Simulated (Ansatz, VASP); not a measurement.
SiF: VASP beside Ansatz

```
CELL_PARAMETERS angstrom
3.02860 0.00000 0.00000
0.00000 3.02860 0.00000
0.00000 0.00000 3.02860
ATOMIC_POSITIONS crystal
Si 0.50000 0.50000 0.50000
F 0.00000 0.00000 0.00000
```

Alike in both runs: functional PBE-based screened hybrid; k mesh 5 × 5 × 5; occupations fermi-dirac, width 0.05 eV; no spin polarisation.

```csv
,VASP,Ansatz
version,VASP 6.6.1,Ansatz 0.2.0
potentials or method,"VASP PAW PBE potentials, release 64 (Si, F)",Ansatz PAW
plane-wave cutoff (eV),520,420
valence electrons in the cell,11,11
task,single point,band structure
```

Ansatz gave:

| Quantity | Value |
| --- | --- |
| gap on the k mesh at the Fermi level (eV) | none |
| pressure (GPa) | -1.5 |

Q: Which values does VASP return?

A: gap on the k mesh at the Fermi level (eV): none; pressure (GPa): -1.7.

VASP's potentials were made for PBE, not for PBE-based screened hybrid. A gap of «none» marks a metal or a gap that the smearing closes. With one functional, cell and mesh, what is left measures potentials, basis and numerics.

The k mesh is coarse, so the values compare programs but aren't converged.
